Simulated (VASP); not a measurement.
# GaP4 (P6/mmm) in VASP: further runs

GaP4 is run at these levels: PBE; tasks: single point, relaxation of cell and atoms.

Program: VASP 6.6.1. These are calculated values, not measurements. Logs are shortened: lines on timing, memory, paths and dates and some standing lists are left out, and cuts for length are marked.

### 1 The cell of the first run

The structure is hexagonal, space group P6/mmm (No. 191). The conventional cell has a = 4.394 Å, b = 4.394 Å, c = 5.399 Å, α = 90.00°, β = 90.00°, γ = 120.00°. Ga (site symmetry 6/mmm) has 6 P at 2.54 Å within 3.3 Å. P (site symmetry -6m2) has 5 P at 2.54 to 2.70 Å within 3.3 Å. Within 3.3 Å of P (site symmetry -6m2) lie 3 Ga at 2.54 Å and 5 P at 2.54 to 2.70 Å.

### 2 Single point, PBE

INCAR

```
SYSTEM = GaP4
  ALGO = Normal
  EDIFF = 1E-6
  ENCUT = 520
  GGA = PE
  ISIF = 2
  ISMEAR = 0
  LASPH = .TRUE.
  LCHARG = .FALSE.
  LREAL = .FALSE.
  LWAVE = .FALSE.
  NBANDS = 24
  NELM = 80
  PREC = Accurate
  SIGMA = 0.1
```

KPOINTS

```
k-points
0
G
  6 6 2
  0 0 0
```

POSCAR

```
GaP4
1.0
    4.3944786165      0.0000000000      0.0000000000
   -2.1972393082      3.8057301183      0.0000000000
    0.0000000000      0.0000000000      5.3985402191
Ga P
1 4
Direct
    0.0000000000      0.0000000000      0.5000000000
    0.3333333333      0.6666666667      0.0000000000
    0.6666666667      0.3333333333      0.0000000000
    0.3333333333      0.6666666667      0.5000000000
    0.6666666667      0.3333333333      0.5000000000
```

Potentials or basis: VASP PAW PBE potentials, release 64 (Ga_d, P).

The run is started by

```sh
> cat potpaw_PBE.64/Ga_d/POTCAR potpaw_PBE.64/P/POTCAR > POTCAR
> mpirun -np 1 vasp_std > vasp.out
```

OUTCAR:

```text
SYSTEM = GaP4
   EDIFF = 1E-6
   ENCUT = 520
   GGA = PE
   ISIF = 2
   ISMEAR = 0
   LASPH = .TRUE.
   LREAL = .FALSE.
   NELM = 80
   PREC = Accurate

 ion  position               nearest neighbor table
   1  0.000  0.000  0.500-   4 2.54   5 2.54   4 2.54   5 2.54   5 2.54   4 2.54
   2  0.333  0.667  0.000-   3 2.54   3 2.54   3 2.54   4 2.70   4 2.70
   3  0.667  0.333  0.000-   2 2.54   2 2.54   2 2.54   5 2.70   5 2.70
   4  0.333  0.667  0.500-   1 2.54   5 2.54   5 2.54   1 2.54   1 2.54   5 2.54   2 2.70   2 2.70

   5  0.667  0.333  0.500-   1 2.54   4 2.54   4 2.54   1 2.54   1 2.54   4 2.54   3 2.70   3 2.70

  LATTYP: Found a hexagonal cell.
 ALAT       =     4.3944786165
 C/A-ratio  =     1.2284825323

  Lattice vectors:

 A1 = (   4.3944786165,   0.0000000000,   0.0000000000)
 A2 = (  -2.1972393082,   3.8057301183,   0.0000000000)
 A3 = (   0.0000000000,   0.0000000000,   5.3985402191)

Analysis of symmetry for initial positions (statically):
=====================================================================
 Subroutine PRICEL returns:
 Original cell was already a primitive cell.

 Routine SETGRP: Setting up the symmetry group for a
 hexagonal supercell.

 Subroutine GETGRP returns: Found 24 space group operations
 (whereof 24 operations were pure point group operations)
 out of a pool of 24 trial point group operations.

The static configuration has the point symmetry D_6h.

Analysis of symmetry for dynamics (positions and initial velocities):
=====================================================================
 Subroutine PRICEL returns:
 Original cell was already a primitive cell.

 Routine SETGRP: Setting up the symmetry group for a
 hexagonal supercell.

 Subroutine GETGRP returns: Found 24 space group operations
 (whereof 24 operations were pure point group operations)
 out of a pool of 24 trial point group operations.

The dynamic configuration has the point symmetry D_6h.

 Subroutine INISYM returns: Found 24 space group operations
 (whereof 24 operations are pure point group operations),
 and found     1 'primitive' translations

----------------------------------------------------------------------------------------

                                     Primitive cell

  volume of cell :      90.2863

  direct lattice vectors                    reciprocal lattice vectors
     4.394478616  0.000000000  0.000000000     0.227558281  0.131380835  0.000000000
    -2.197239308  3.805730118  0.000000000     0.000000000  0.262761670  0.000000000
     0.000000000  0.000000000  5.398540219     0.000000000  0.000000000  0.185235260

  length of vectors
     4.394478616  4.394478616  5.398540219     0.262761670  0.262761670  0.185235260

  position of ions in fractional coordinates (direct lattice)
     0.000000000  0.000000000  0.500000000
     0.333333333  0.666666667  0.000000000
     0.666666667  0.333333333  0.000000000
     0.333333333  0.666666667  0.500000000
     0.666666667  0.333333333  0.500000000

  ion indices of the primitive-cell ions
   primitive index   ion index
                 1           1
                 2           2
                 3           3
                 4           4
                 5           5

----------------------------------------------------------------------------------------

 KPOINTS: k-points

Automatic generation of k-mesh.
 Grid dimensions read from file:
 generate k-points for:    6    6    2

 Generating k-lattice:

  Cartesian coordinates                     Fractional coordinates (reciprocal lattice)
     0.037926380  0.021896806  0.000000000     0.166666667  0.000000000  0.000000000
     0.000000000  0.043793612  0.000000000     0.000000000  0.166666667  0.000000000
     0.000000000  0.000000000  0.092617630     0.000000000  0.000000000  0.500000000

  Length of vectors
     0.043793612  0.043793612  0.092617630

  Shift w.r.t. Gamma in fractional coordinates (k-lattice)
     0.000000000  0.000000000  0.000000000

 Subroutine IBZKPT returns following result:
 ===========================================

 Found     14 irreducible k-points:

 Following reciprocal coordinates:
            Coordinates               Weight
  0.000000  0.000000  0.000000      1.000000
  0.166667  0.000000  0.000000      6.000000
  0.333333  0.000000  0.000000      6.000000
  0.500000  0.000000  0.000000      3.000000
  0.166667  0.166667  0.000000      6.000000
  0.333333  0.166667  0.000000     12.000000
  0.333333  0.333333  0.000000      2.000000
  0.000000  0.000000  0.500000      1.000000
  0.166667  0.000000  0.500000      6.000000
  0.333333  0.000000  0.500000      6.000000
  0.500000  0.000000  0.500000      3.000000
  0.166667  0.166667  0.500000      6.000000
  0.333333  0.166667  0.500000     12.000000
  0.333333  0.333333  0.500000      2.000000
   k-points           NKPTS =     14   k-points in BZ     NKDIM =     14   number of bands    NBANDS=     24
   number of dos      NEDOS =    301   number of ions     NIONS =      5
   total plane-waves  NPLWV =  51840
   dimension x,y,z NGX =    36 NGY =   36 NGZ =   40
   dimension x,y,z NGXF=    72 NGYF=   72 NGZF=   80
   ions per type =               1   4
   NGX,Y,Z   is equivalent  to a cutoff of  13.62, 13.62, 12.32 a.u.
   NGXF,Y,Z  is equivalent  to a cutoff of  27.24, 27.24, 24.64 a.u.
 SYSTEM =  GaP4
   PREC   = accura    normal or accurate (medium, high low for compatibility)
   ISTART =      0    job   : 0-new  1-cont  2-samecut
   ICHARG =      2    charge: 1-file 2-atom 10-const
   ISPIN  =      1    spin polarized calculation?
   LNONCOLLINEAR =      F non collinear calculations
   LSORBIT =      F    spin-orbit coupling
   LASPH  =      T    aspherical Exc in radial PAW
   ENCUT  =  520.0 eV  38.22 Ry    6.18 a.u.   8.17  8.17 10.04*2*pi/ulx,y,z
   NELM   =     80;   NELMIN=  2; NELMDL= -5     # of ELM steps
   EDIFF  = 0.1E-05   stopping-criterion for ELM
   LREAL  =      F    real-space projection
   EDIFFG = 0.1E-04   stopping-criterion for IOM
   NSW    =      0    number of steps for IOM
   IBRION =     -1    ionic relax: 0-MD 1-quasi-New 2-CG
   NFREE  =      0    steps in history (QN), initial steepest desc. (CG)
   ISIF   =      2    stress and relaxation
   ISYM   =      2    0-nonsym 1-usesym 2-fastsym
   POTIM  = 0.5000    time-step for ionic-motion
   TEBEG  =    0.0;   TEEND  =   0.0 temperature during run
   PSTRESS=    0.0 pullay stress
   NELECT =      33.0000    total number of electrons
   NUPDOWN=      -1.0000    fix difference up-down
   EMIN   =  10.00;   EMAX   =-10.00  energy-range for DOS
   EFERMI =   0.00;   METHOD = LEGACY
   ISMEAR =     0;   SIGMA  =   0.10  broadening in eV -4-tet -1-fermi 0-gaus
   EFERMI_NEDOS =   21; number of points for ismear=-14 and -15
   IALGO  =     38    algorithm
   IMIX   =      4    mixing-type and parameters
     AMIX     =   0.40;   BMIX     =  1.00
     AMIX_MAG =   1.60;   BMIX_MAG =  1.00
  volume/ion in A,a.u.               =      18.06       121.86
  Fermi-wavevector in a.u.,A,eV,Ry     =   1.170502  2.211929 18.641009  1.370075
  Thomas-Fermi vector in A             =   2.306960
   LORBIT       =      0    0 simple, 1 ext, 2 COOP (PROOUT), +10 PAW based schemes
   GGA     = PE    functional components
   LHFCALC =     F    Hartree Fock is set to
   AEXX    =    0.0000 exact exchange contribution
   IVDW    =     0    specifies the selected vdW correction
   LEPSILON=     F    determine dielectric tensor
   LRPA    =     F    only Hartree local field effects (RPA)
 non-spin polarized calculation
 Gauss-broadening in eV      SIGMA  =   0.10
  energy-cutoff  :      520.00
  volume of cell :       90.29
 maximum number of plane-waves:      2444
 NGX is ok and might be reduce to    36
   NGX = 17   NGY = 17   NGZ = 21

 number of electron      32.9999998 magnetization

 Free energy of the ion-electron system (eV)
  ---------------------------------------------------
  ext. energy  EPLUGINS =         0.00000000
  ---------------------------------------------------
  free energy    TOTEN  =       -21.79261744 eV

  energy without entropy =      -21.78635023  energy(sigma->0) =      -21.78948383

 E-fermi :   6.8186     XC(G=0): -10.3854

 val. band max:        6.6712398198   @ k =   0.5000   0.0000   0.5000
 cond. band min:       6.8634530763   @ k =   0.1667   0.1667   0.5000
 fundamental gap:      0.1922132565
 Fermi energy:         6.8185997522

 k-point     1 :       0.0000    0.0000    0.0000
  band No.  band energies     occupation
      1      -8.8254      2.00000
      2      -8.5466      2.00000
      3      -8.5466      2.00000
      4      -8.5018      2.00000
      5      -8.5018      2.00000
      6      -7.7468      2.00000
[... 16 lines left out ...]
     23      11.4830      0.00000
     24      11.4830      0.00000

 k-point     2 :       0.1667    0.0000    0.0000
  band No.  band energies     occupation
      1      -8.7511      2.00000
      2      -8.5559      2.00000
      3      -8.5364      2.00000
      4      -8.5047      2.00000
      5      -8.5023      2.00000
      6      -7.5733      2.00000
[... 16 lines left out ...]
     23      10.9437      0.00000
     24      12.1912      0.00000

 k-point     3 :       0.3333    0.0000    0.0000
  band No.  band energies     occupation
      1      -8.6522      2.00000
      2      -8.5625      2.00000
      3      -8.5156      2.00000
      4      -8.5105      2.00000
      5      -8.5034      2.00000
      6      -6.9847      2.00000
[... 16 lines left out ...]
     23      10.5535      0.00000
     24      12.3471      0.00000
[... 244 lines left out ...]
 k-point    13 :       0.3333    0.1667    0.5000
  band No.  band energies     occupation
      1      -8.6127      2.00000
      2      -8.5604      2.00000
      3      -8.5193      2.00000
      4      -8.5155      2.00000
      5      -8.5065      2.00000
      6      -5.7662      2.00000
[... 16 lines left out ...]
     23      11.4688      0.00000
     24      12.9600      0.00000

 k-point    14 :       0.3333    0.3333    0.5000
  band No.  band energies     occupation
      1      -8.5740      2.00000
      2      -8.5547      2.00000
      3      -8.5547      2.00000
      4      -8.5119      2.00000
      5      -8.5119      2.00000
      6      -4.8317      2.00000
[... 16 lines left out ...]
     23      12.4480      0.00000
     24      12.5694      0.00000

------------------------ aborting loop because EDIFF is reached ----------------------------------------

  FORCE on cell =-STRESS in cart. coord.  units (eV):
  Direction    XX          YY          ZZ          XY          YZ          ZX
  --------------------------------------------------------------------------------------
  -------------------------------------------------------------------------------------
  Total        0.1497915      0.1497915     -0.0374877      0.0000000     -0.0000000     -0.0000000
  in kB        2.6581298      2.6581298     -0.6652389      0.0000000     -0.0000000     -0.0000000
  external PRESSURE =       1.5503403 kB  Pullay stress =       0.0000000 kB

 VOLUME and BASIS-vectors are now :
 -----------------------------------------------------------------------------
  energy-cutoff  :      520.00
  volume of cell :       90.29
      direct lattice vectors                 reciprocal lattice vectors
     4.394478616  0.000000000  0.000000000     0.227558281  0.131380835  0.000000000
    -2.197239308  3.805730118  0.000000000     0.000000000  0.262761670  0.000000000
     0.000000000  0.000000000  5.398540219     0.000000000  0.000000000  0.185235260

 POSITION                                       TOTAL-FORCE (eV/Angst)
 -----------------------------------------------------------------------------------
      0.00000      0.00000      2.69927         0.000000      0.000000     -0.000000
     -0.00000      2.53715      0.00000        -0.000000     -0.000000     -0.000000
      2.19724      1.26858      0.00000        -0.000000      0.000000     -0.000000
     -0.00000      2.53715      2.69927         0.000000      0.000000      0.000000
      2.19724      1.26858      2.69927        -0.000000      0.000000     -0.000000
 -----------------------------------------------------------------------------------
    total drift:                                0.000000     -0.000000     -0.000000

  FREE ENERGIE OF THE ION-ELECTRON SYSTEM (eV)
  ---------------------------------------------------
  free  energy   TOTEN  =       -21.7926174380 eV

  energy  without entropy=      -21.7863502292  energy(sigma->0) =      -21.78948383
```

Wall time 12 s (1 thread of Intel Xeon 6975P-C (Granite Rapids), shared host); peak memory 0.21 GiB.

Results:

```yaml
Free_energy: -21.7926 eV
Pressure: 0.2 GPa
```

Caveat: the k points lie up to 0.58 Å⁻¹ apart.

### 3 Single point, PBE

This run uses another cell than the first one, of 24.05 Å³/atom, 1.332 times its volume.

INCAR

```
PREC = Accurate ; ENCUT = 520
EDIFF = 1E-7 ; ISMEAR = 0
SIGMA = 0.1 ; LREAL = F
LASPH = T ; NELM = 100
ALGO = Normal ; ISIF = 2
LWAVE = F ; LCHARG = F
GGA = PE ; NBANDS = 24
```

KPOINTS

```
regular mesh
0
Gamma
  6 6 2
```

POSCAR

```
GaP4
1.0
    3.9491925000      0.0000000000      0.0000000000
   -1.9745962500      3.4201010300      0.0000000000
    0.0000000000      0.0000000000      8.9037818800
Ga P
1 4
Direct
    0.0000000000      0.0000000000      0.5000000000
    0.3333333300      0.6666666700      0.0000000000
    0.6666666700      0.3333333300      0.0000000000
    0.3333333300      0.6666666700      0.5000000000
    0.6666666700      0.3333333300      0.5000000000
```

Potentials or basis: VASP PAW PBE potentials, release 64 (Ga_d, P).

The run is started by

```sh
> cat potpaw_PBE.64/Ga_d/POTCAR potpaw_PBE.64/P/POTCAR > POTCAR
> mpirun -np 1 vasp_std > vasp.out
```

Wall time 27 s (1 thread of Intel Xeon 6975P-C (Granite Rapids), shared host); peak memory 0.24 GiB.

Results (log left out):

```
Free energy : -18.9450 eV
Pressure    : 13.1 GPa
```

Stress tensor (GPa, compression positive):
```
19.84  0.00  0.00
 0.00 19.84  0.00
 0.00  0.00 -0.41
```

Levels at points of the mesh, in eV from the Fermi level:
| k point | band 13 | band 14 | band 15 | band 16 | band 17 | band 18 | band 19 | band 20 | band 21 | band 22 |
| --- | --- | --- | --- | --- | --- | --- | --- | --- | --- | --- |
| (0.00, 0.00, 0.00) | -3.97 | -3.95 | -3.95 | -3.73 | -3.71 | -0.02 | 1.20 | 1.20 | 2.22 | 2.42 |
| (0.50, 0.00, 0.00) | -3.41 | -2.50 | -1.92 | -1.34 | -0.24 | 2.51 | 3.65 | 3.88 | 4.22 | 4.43 |
| (0.00, 0.00, 0.50) | -3.97 | -3.95 | -3.95 | -3.90 | -3.73 | -0.01 | 1.20 | 1.20 | 2.47 | 3.43 |
| (0.50, 0.00, 0.50) | -3.31 | -2.44 | -2.10 | -1.34 | -0.39 | 2.55 | 3.78 | 4.01 | 4.22 | 4.42 |

Caveat: this functional lacks dispersion, which binds the layers, so the pressure and a relaxed spacing across them are unreliable.

(Continued in part 2 of 3.)
